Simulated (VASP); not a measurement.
# Ti (I4/mmm) in VASP: notebook

Runs on Ti. Level: PBEsol. Tasks: single point.

All numbers are computed with VASP 6.6.1; they aren't measurements. Logs are shortened: lines on timing, memory, paths and dates and some standing lists are left out, and cuts for length are marked.

## Step 1: The cell of the first run

The structure is tetragonal, space group I4/mmm (No. 139). Conventional cell: a = 2.925 Å, b = 2.925 Å, c = 3.938 Å, α = 90.00°, β = 90.00°, γ = 90.00°. Ti (site symmetry 4/mmm) has 18 Ti at 2.86 to 4.14 Å within 4.2 Å.

## Step 2: Single point, PBEsol (biaxial strain in the a-b plane: +2.0 %, then relaxed in part)

INCAR

```
ALGO = Fast
EDIFF = 1E-7
ENCUT = 520
GGA = PS
ISIF = 2
ISMEAR = 0
LASPH = T
LCHARG = F
LREAL = F
LWAVE = F
NBANDS = 19
NELM = 100
PREC = Accurate
SIGMA = 0.1
```

KPOINTS

```
k-points
0
Gamma
  18 18 14
```

POSCAR

```
Ti
1.0
    2.0684795744      2.0684795744      0.0000000000
   -2.0684795744      2.0684795744      0.0000000000
    0.0000000000      0.0000000000      3.9377403610
Ti
2
Direct
    0.0000000000      0.0000000000      0.0000000000
    0.5000000000      0.5000000000      0.5000000000
```

Potentials or basis: VASP PAW PBE potentials, release 64 (Ti_sv).

Run with:

```bash
cat potpaw_PBE.64/Ti_sv/POTCAR > POTCAR
mpirun -np 1 vasp_std > vasp.out
```

OUTCAR:

```text
EDIFF = 1E-7
   ENCUT = 520
   GGA = PS
   ISIF = 2
   ISMEAR = 0
   LASPH = T
   LREAL = F
   NELM = 100
   PREC = Accurate

 ion  position               nearest neighbor table
   1  0.000  0.000  0.000-   2 2.86   2 2.86   2 2.86   2 2.86   2 2.86   2 2.86   2 2.86   2 2.86

   2  0.500  0.500  0.500-   1 2.86   1 2.86   1 2.86   1 2.86   1 2.86   1 2.86   1 2.86   1 2.86

  LATTYP: Found a simple tetragonal cell.
 ALAT       =     2.9252718676
 C/A-ratio  =     1.3461109050

  Lattice vectors:

 A1 = (   2.0684795744,   2.0684795744,   0.0000000000)
 A2 = (  -2.0684795744,   2.0684795744,   0.0000000000)
 A3 = (   0.0000000000,   0.0000000000,   3.9377403610)

Analysis of symmetry for initial positions (statically):
=====================================================================
 Subroutine PRICEL returns following result:

  LATTYP: Found a body centered tetragonal cell.
 ALAT       =     2.9252718676
 C/A-ratio  =     1.3461109050

  Lattice vectors:

 A1 = (   0.0000000000,  -2.0684795744,  -1.9688701805)
 A2 = (   0.0000000000,   2.0684795744,  -1.9688701805)
 A3 = (   2.0684795744,   0.0000000000,   1.9688701805)

   2 primitive cells build up your supercell.

 Routine SETGRP: Setting up the symmetry group for a
 simple tetragonal supercell.

 Subroutine GETGRP returns: Found 16 space group operations
 (whereof 16 operations were pure point group operations)
 out of a pool of 16 trial point group operations.

The static configuration has the point symmetry D_4h.

Analysis of symmetry for dynamics (positions and initial velocities):
=====================================================================
 Subroutine PRICEL returns following result:

  LATTYP: Found a body centered tetragonal cell.
 ALAT       =     2.9252718676
 C/A-ratio  =     1.3461109050

  Lattice vectors:

 A1 = (   0.0000000000,  -2.0684795744,  -1.9688701805)
 A2 = (   0.0000000000,   2.0684795744,  -1.9688701805)
 A3 = (   2.0684795744,   0.0000000000,   1.9688701805)

   2 primitive cells build up your supercell.

 Routine SETGRP: Setting up the symmetry group for a
 simple tetragonal supercell.

 Subroutine GETGRP returns: Found 16 space group operations
 (whereof 16 operations were pure point group operations)
 out of a pool of 16 trial point group operations.

The dynamic configuration has the point symmetry D_4h.

 Subroutine INISYM returns: Found 16 space group operations
 (whereof 16 operations are pure point group operations),
 and found     2 'primitive' translations

----------------------------------------------------------------------------------------

                                     Primitive cell

  volume of cell :      16.8480

  direct lattice vectors                    reciprocal lattice vectors
     0.000000000 -2.068479574 -1.968870181     0.241723441 -0.241723441 -0.253952752
     0.000000000  2.068479574 -1.968870180     0.241723441  0.241723441 -0.253952752
     2.068479574  0.000000000  1.968870181     0.483446882  0.000000000  0.000000000

  length of vectors
     2.855706136  2.855706136  2.855706136     0.425854956  0.425854956  0.483446882

  position of ions in fractional coordinates (direct lattice)
     0.000000000  0.000000000  0.000000000

  ion indices of the primitive-cell ions
   primitive index   ion index
                 1           1

----------------------------------------------------------------------------------------

 KPOINTS: k-points

Automatic generation of k-mesh.
 Grid dimensions read from file:
 generate k-points for:   18   18   14

 Generating k-lattice:

  Cartesian coordinates                     Fractional coordinates (reciprocal lattice)
     0.013429080  0.013429080  0.000000000     0.055555556  0.000000000  0.000000000
    -0.013429080  0.013429080  0.000000000     0.000000000  0.055555556  0.000000000
     0.000000000  0.000000000  0.018139482     0.000000000  0.000000000  0.071428571

  Length of vectors
     0.018991587  0.018991587  0.018139482

  Shift w.r.t. Gamma in fractional coordinates (k-lattice)
     0.000000000  0.000000000  0.000000000

 Subroutine IBZKPT returns following result:
 ===========================================

 Found    440 irreducible k-points:

 Following reciprocal coordinates:
            Coordinates               Weight
  0.000000  0.000000  0.000000      1.000000
  0.055556  0.000000  0.000000      4.000000
  0.111111  0.000000  0.000000      4.000000
  0.166667  0.000000  0.000000      4.000000
  0.222222  0.000000  0.000000      4.000000
  0.277778  0.000000  0.000000      4.000000
[... 16 lines left out ...]
  0.277778  0.111111  0.000000      8.000000
  0.333333  0.111111  0.000000      8.000000
 [... further k-points ...]
   k-points           NKPTS =    440   k-points in BZ     NKDIM =    440   number of bands    NBANDS=     19
   number of dos      NEDOS =    301   number of ions     NIONS =      2
   total plane-waves  NPLWV =  17280
   dimension x,y,z NGX =    24 NGY =   24 NGZ =   30
   dimension x,y,z NGXF=    48 NGYF=   48 NGZF=   60
   ions per type =               2
   NGX,Y,Z   is equivalent  to a cutoff of  13.64, 13.64, 12.67 a.u.
   NGXF,Y,Z  is equivalent  to a cutoff of  27.28, 27.28, 25.33 a.u.
 SYSTEM =  unknown system
   PREC   = accura    normal or accurate (medium, high low for compatibility)
   ISTART =      0    job   : 0-new  1-cont  2-samecut
   ICHARG =      2    charge: 1-file 2-atom 10-const
   ISPIN  =      1    spin polarized calculation?
   LNONCOLLINEAR =      F non collinear calculations
   LSORBIT =      F    spin-orbit coupling
   LASPH  =      T    aspherical Exc in radial PAW
   ENCUT  =  520.0 eV  38.22 Ry    6.18 a.u.   5.44  5.44  7.32*2*pi/ulx,y,z
   NELM   =    100;   NELMIN=  2; NELMDL= -5     # of ELM steps
   EDIFF  = 0.1E-06   stopping-criterion for ELM
   LREAL  =      F    real-space projection
   EDIFFG = 0.1E-05   stopping-criterion for IOM
   NSW    =      0    number of steps for IOM
   IBRION =     -1    ionic relax: 0-MD 1-quasi-New 2-CG
   NFREE  =      0    steps in history (QN), initial steepest desc. (CG)
   ISIF   =      2    stress and relaxation
   ISYM   =      2    0-nonsym 1-usesym 2-fastsym
   POTIM  = 0.5000    time-step for ionic-motion
   TEBEG  =    0.0;   TEEND  =   0.0 temperature during run
   PSTRESS=    0.0 pullay stress
   NELECT =      24.0000    total number of electrons
   NUPDOWN=      -1.0000    fix difference up-down
   EMIN   =  10.00;   EMAX   =-10.00  energy-range for DOS
   EFERMI =   0.00;   METHOD = LEGACY
   ISMEAR =     0;   SIGMA  =   0.10  broadening in eV -4-tet -1-fermi 0-gaus
   EFERMI_NEDOS =   21; number of points for ismear=-14 and -15
   IALGO  =     68    algorithm
   IMIX   =      4    mixing-type and parameters
     AMIX     =   0.40;   BMIX     =  1.00
     AMIX_MAG =   1.60;   BMIX_MAG =  1.00
  volume/ion in A,a.u.               =      16.85       113.70
  Fermi-wavevector in a.u.,A,eV,Ry     =   1.462016  2.762809 29.082319  2.137490
  Thomas-Fermi vector in A             =   2.578279
   LORBIT       =      0    0 simple, 1 ext, 2 COOP (PROOUT), +10 PAW based schemes
   GGA     = PS    functional components
   LHFCALC =     F    Hartree Fock is set to
   AEXX    =    0.0000 exact exchange contribution
   IVDW    =     0    specifies the selected vdW correction
   LEPSILON=     F    determine dielectric tensor
   LRPA    =     F    only Hartree local field effects (RPA)
 non-spin polarized calculation
 RMM-DIIS sequential band-by-band and
 Gauss-broadening in eV      SIGMA  =   0.10
  energy-cutoff  :      520.00
  volume of cell :       33.70
 maximum number of plane-waves:       928
 NGX is ok and might be reduce to    24
   NGX = 11   NGY = 11   NGZ = 15

 number of electron      24.0000003 magnetization

 Free energy of the ion-electron system (eV)
  ---------------------------------------------------
  ext. energy  EPLUGINS =         0.00000000
  ---------------------------------------------------
  free energy    TOTEN  =       -16.56717146 eV

  energy without entropy =      -16.54932526  energy(sigma->0) =      -16.55824836

 E-fermi :   8.4123     XC(G=0): -11.7822

 val. band max:        8.4105877904   @ k =   0.4444   0.2778   0.5000
 cond. band min:       8.4127372704   @ k =   0.3333   0.0000   0.5000
 fundamental gap:      0.0021494800
 Fermi energy:         8.4123486449

 k-point     1 :       0.0000    0.0000    0.0000
  band No.  band energies     occupation
      1     -48.0095      2.00000
      2     -47.8059      2.00000
      3     -24.6170      2.00000
      4     -24.2297      2.00000
      5     -24.2297      2.00000
      6     -23.9285      2.00000
[... 11 lines left out ...]
     18      12.1113      0.00000
     19      12.4476      0.00000

 k-point     2 :       0.0556    0.0000    0.0000
  band No.  band energies     occupation
      1     -48.0068      2.00000
      2     -47.8063      2.00000
      3     -24.6108      2.00000
      4     -24.2381      2.00000
      5     -24.2265      2.00000
      6     -23.9417      2.00000
[... 11 lines left out ...]
     18      12.0368      0.00000
     19      12.4230      0.00000

 k-point     3 :       0.1111    0.0000    0.0000
  band No.  band energies     occupation
      1     -47.9989      2.00000
      2     -47.8075      2.00000
      3     -24.5924      2.00000
      4     -24.2620      2.00000
      5     -24.2172      2.00000
      6     -23.9799      2.00000
[... 11 lines left out ...]
     18      11.8320      0.00000
     19      12.3497      0.00000

 k-point     4 :       0.1667    0.0000    0.0000
  band No.  band energies     occupation
      1     -47.9864      2.00000
      2     -47.8097      2.00000
      3     -24.5626      2.00000
      4     -24.2978      2.00000
      5     -24.2023      2.00000
      6     -24.0387      2.00000
[... 11 lines left out ...]
     18      11.5420      0.00000
     19      12.2296      0.00000

 k-point     5 :       0.2222    0.0000    0.0000
  band No.  band energies     occupation
      1     -47.9700      2.00000
      2     -47.8135      2.00000
      3     -24.5226      2.00000
      4     -24.3400      2.00000
      5     -24.1825      2.00000
      6     -24.1118      2.00000
[... 11 lines left out ...]
     18      11.2793      0.00000
     19      12.0659      0.00000

 k-point     6 :       0.2778    0.0000    0.0000
  band No.  band energies     occupation
      1     -47.9507      2.00000
      2     -47.8193      2.00000
      3     -24.4741      2.00000
      4     -24.3821      2.00000
      5     -24.1915      2.00000
      6     -24.1588      2.00000
[... 11 lines left out ...]
     18      11.4791      0.00000
     19      11.8634      0.00000

 k-point     7 :       0.3333    0.0000    0.0000
  band No.  band energies     occupation
      1     -47.9298      2.00000
      2     -47.8275      2.00000
      3     -24.4190      2.00000
      4     -24.4173      2.00000
      5     -24.2697      2.00000
      6     -24.1325      2.00000
[... 11 lines left out ...]
     18      11.6281      0.00000
     19      11.7937      0.00000

 k-point     8 :       0.3889    0.0000    0.0000
  band No.  band energies     occupation
      1     -47.9085      2.00000
      2     -47.8384      2.00000
      3     -24.4398      2.00000
      4     -24.3595      2.00000
      5     -24.3392      2.00000
      6     -24.1197      2.00000
[... 256 lines left out ...]
 k-point    20 :       0.1111    0.1111    0.0000
  band No.  band energies     occupation
      1     -47.9887      2.00000
      2     -47.8086      2.00000
      3     -24.5689      2.00000
      4     -24.2770      2.00000
      5     -24.2227      2.00000
      6     -24.0162      2.00000
[... 11 lines left out ...]
     18      11.5549      0.00000
     19      12.4623      0.00000

 k-point    21 :       0.1667    0.1111    0.0000
  band No.  band energies     occupation
      1     -47.9766      2.00000
      2     -47.8105      2.00000
      3     -24.5405      2.00000
      4     -24.3080      2.00000
      5     -24.2134      2.00000
      6     -24.0691      2.00000
[... 11 lines left out ...]
     18      11.2804      0.00000
     19      12.4209      0.00000

 k-point    22 :       0.2222    0.1111    0.0000
  band No.  band energies     occupation
      1     -47.9608      2.00000
      2     -47.8137      2.00000
      3     -24.5025      2.00000
      4     -24.3488      2.00000
      5     -24.1961      2.00000
      6     -24.1386      2.00000
[... 11 lines left out ...]
     18      11.3559      0.00000
     19      12.2995      0.00000

 k-point    23 :       0.2778    0.1111    0.0000
  band No.  band energies     occupation
      1     -47.9423      2.00000
      2     -47.8187      2.00000
      3     -24.4564      2.00000
      4     -24.3910      2.00000
      5     -24.2154      2.00000
      6     -24.1738      2.00000
[... 11 lines left out ...]
     18      11.5133      0.00000
     19      12.1203      0.00000

 k-point    24 :       0.3333    0.1111    0.0000
  band No.  band energies     occupation
      1     -47.9223      2.00000
      2     -47.8261      2.00000
      3     -24.4271      2.00000
      4     -24.4041      2.00000
      5     -24.2910      2.00000
      6     -24.1486      2.00000
[... 11 lines left out ...]
     18      11.7846      0.00000
     19      11.8983      0.00000

 [... further k-points ...]
[... 5 lines left out ...]
  --------------------------------------------------------------------------------------
  -------------------------------------------------------------------------------------
  Total       -0.4347186     -0.4347186     -0.0730002      0.0000000     -0.0000000      0.0000000
  in kB      -20.6699433    -20.6699433     -3.4710022      0.0000000     -0.0000000      0.0000000
  external PRESSURE =     -14.9369630 kB  Pullay stress =       0.0000000 kB

 VOLUME and BASIS-vectors are now :
 -----------------------------------------------------------------------------
  energy-cutoff  :      520.00
  volume of cell :       33.70
      direct lattice vectors                 reciprocal lattice vectors
     2.068479574  2.068479574  0.000000000     0.241723441  0.241723441  0.000000000
    -2.068479574  2.068479574  0.000000000    -0.241723441  0.241723441  0.000000000
     0.000000000  0.000000000  3.937740361     0.000000000  0.000000000  0.253952752

 POSITION                                       TOTAL-FORCE (eV/Angst)
 -----------------------------------------------------------------------------------
      0.00000      0.00000      0.00000         0.000000      0.000000     -0.000000
      0.00000      2.06848      1.96887        -0.000000     -0.000000      0.000000
 -----------------------------------------------------------------------------------
    total drift:                               -0.000000      0.000000     -0.000000

  FREE ENERGIE OF THE ION-ELECTRON SYSTEM (eV)
  ---------------------------------------------------
  free  energy   TOTEN  =       -16.5671714568 eV

  energy  without entropy=      -16.5493252609  energy(sigma->0) =      -16.55824836
```

It took 4.7 min on 1 thread of Intel Xeon 6975P-C (Granite Rapids), shared host; peak memory 0.33 GiB.

What came out:

| Item | Value |
| --- | --- |
| Free energy | -16.5672 eV |
| Pressure | -1.5 GPa |
| Band gap on the k mesh | zero (bands 12 and 13 overlap by 1.32 eV) |

Caveat: the cell differs from its parent crystal (biaxial strain in the a-b plane: +2.0 %, then relaxed in part); the PAW data sets were made with another functional, which shifts forces and pressure a little.

## Step 3: Single point, PBEsol (biaxial strain in the a-b plane: +4.0 %, then relaxed in part)

INCAR

```
PREC = Accurate ; ENCUT = 520
EDIFF = 1E-6 ; ISMEAR = 0
SIGMA = 0.1 ; LREAL = False
LASPH = True ; NELM = 80
ALGO = Fast ; ISIF = 2
LWAVE = False ; LCHARG = False
GGA = PS ; NBANDS = 19
```

KPOINTS

```
Automatic mesh
0
Gamma
  18 18 14
```

POSCAR

```
Ti
1.0
    2.1090379974      2.1090379974      0.0000000000
   -2.1090379974      2.1090379974      0.0000000000
    0.0000000000      0.0000000000      3.8149642758
Ti
2
Direct
    0.0000000000      0.0000000000      0.0000000000
    0.5000000000      0.5000000000      0.5000000000
```

Potentials or basis: VASP PAW PBE potentials, release 64 (Ti_sv).

Run with:

```bash
cat potpaw_PBE.64/Ti_sv/POTCAR > POTCAR
mpirun -np 1 vasp_std > vasp.out
```

Run time: 3.5 min. Hardware: 1 thread of Intel Xeon 6975P-C (Granite Rapids), shared host; peak memory 0.33 GiB.

The run converged. Its results:

```
Free energy            : -16.5467 eV
Pressure               : -2.3 GPa
Band gap on the k mesh : zero (bands 12 and 13 overlap by 1.40 eV)
```

Stress tensor (GPa, compression positive):
```
-3.27  0.00  0.00
 0.00 -3.27  0.00
 0.00  0.00 -0.27
```

Levels at points of the mesh, in eV from the Fermi level:
```
           k point  band 10  band 11  band 12  band 13  band 14  band 15
(0.00, 0.00, 0.00)    -2.59    -1.92     0.71     0.71     1.46     2.10
(0.50, 0.00, 0.00)    -2.30    -0.01    -0.01     0.08     0.08     1.59
(0.50, 0.50, 0.00)    -2.66    -1.60    -1.60     2.37     2.37     3.62
(0.00, 0.00, 0.50)    -3.53    -0.46    -0.46     1.82     1.82     1.85
(0.50, 0.00, 0.50)    -2.63     0.34     0.34     0.76     0.76     1.28
(0.50, 0.50, 0.50)    -1.33    -0.47    -0.47    -0.47    -0.47     2.42
```

Caveat: the cell differs from its parent crystal (biaxial strain in the a-b plane: +4.0 %, then relaxed in part); the PAW data sets were made with another functional, which shifts forces and pressure a little.

## Step 4: Single point, PBEsol (biaxial strain in the a-b plane: +6.0 %, then relaxed in part)

INCAR

```
PREC = Accurate
ENCUT = 520
EDIFF = 1E-7
ISMEAR = 0
SIGMA = 0.1
LREAL = F
LASPH = T
NELM = 60
ALGO = Fast
ISIF = 2
LWAVE = F
LCHARG = F
GGA = PS
NBANDS = 19
```

KPOINTS is that of step 3.

POSCAR

```
Ti
1.0
    2.1495964204      2.1495964204      0.0000000000
   -2.1495964204      2.1495964204      0.0000000000
    0.0000000000      0.0000000000      3.6790484027
Ti
2
Direct
    0.0000000000      0.0000000000      0.0000000000
    0.5000000000      0.5000000000      0.5000000000
```

Run with:

```bash
cat potpaw_PBE.64/Ti_sv/POTCAR > POTCAR
mpirun -np 1 vasp_std > vasp.out
```

Wall time 4.4 min (1 thread of Intel Xeon 6975P-C (Granite Rapids), shared host); peak memory 0.33 GiB.

Results (log left out):

| Quantity | Value |
| --- | --- |
| Free energy | -16.5200 eV |
| Pressure | -2.6 GPa |
| Band gap on the k mesh | zero (bands 12 and 13 overlap by 1.44 eV) |

Stress tensor (GPa, compression positive):
```
-3.71  0.00  0.00
 0.00 -3.71  0.00
 0.00  0.00 -0.24
```

Levels at points of the mesh, in eV from the Fermi level:
| k point | band 9 | band 10 | band 11 | band 12 | band 13 | band 14 | band 15 | band 16 |
| --- | --- | --- | --- | --- | --- | --- | --- | --- |
| (0.00, 0.00, 0.00) | -6.09 | -2.51 | -1.98 | 0.69 | 0.69 | 1.78 | 1.85 | 3.06 |
| (0.50, 0.00, 0.00) | -2.38 | -2.38 | 0.02 | 0.02 | 0.34 | 0.34 | 1.52 | 1.52 |
| (0.50, 0.50, 0.00) | -2.63 | -2.63 | -1.41 | -1.41 | 2.08 | 2.08 | 3.52 | 3.52 |
| (0.00, 0.00, 0.50) | -3.34 | -3.34 | -0.36 | -0.36 | 1.73 | 1.73 | 1.73 | 1.73 |
| (0.50, 0.00, 0.50) | -2.60 | -2.60 | 0.14 | 0.14 | 0.82 | 0.82 | 1.62 | 1.62 |
| (0.50, 0.50, 0.50) | -1.18 | -1.18 | -0.50 | -0.50 | -0.50 | -0.50 | 2.60 | 2.60 |

Caveat: the cell differs from its parent crystal (biaxial strain in the a-b plane: +6.0 %, then relaxed in part); the PAW data sets were made with another functional, which shifts forces and pressure a little.

## Step 5: The runs side by side

```csv
cell,further INCAR settings,gap on the mesh (eV),pressure (GPa)
"a = 2.925, b = 2.925, c = 3.938 Å, 2 atoms",ALGO = Fast; EDIFF = 1e-07; NBANDS = 19,none,-1.5
"a = 2.983, b = 2.983, c = 3.815 Å, 2 atoms",ALGO = Fast; EDIFF = 1e-06; NBANDS = 19,none,-2.3
"a = 3.040, b = 3.040, c = 3.679 Å, 2 atoms",ALGO = Fast; EDIFF = 1e-07; NBANDS = 19,none,-2.6
```

Alike in all rows: task single point; level PBEsol; potentials or basis VASP PAW PBE potentials, release 64 (Ti_sv); no spin polarisation; k mesh 18 × 18 × 14; cutoff (eV) 520; smearing gaussian 0.1 eV.

Caveats: the PAW data sets were made with another functional, which shifts forces and pressure a little.

Absolute energies hang on the potentials; compare differences alone.
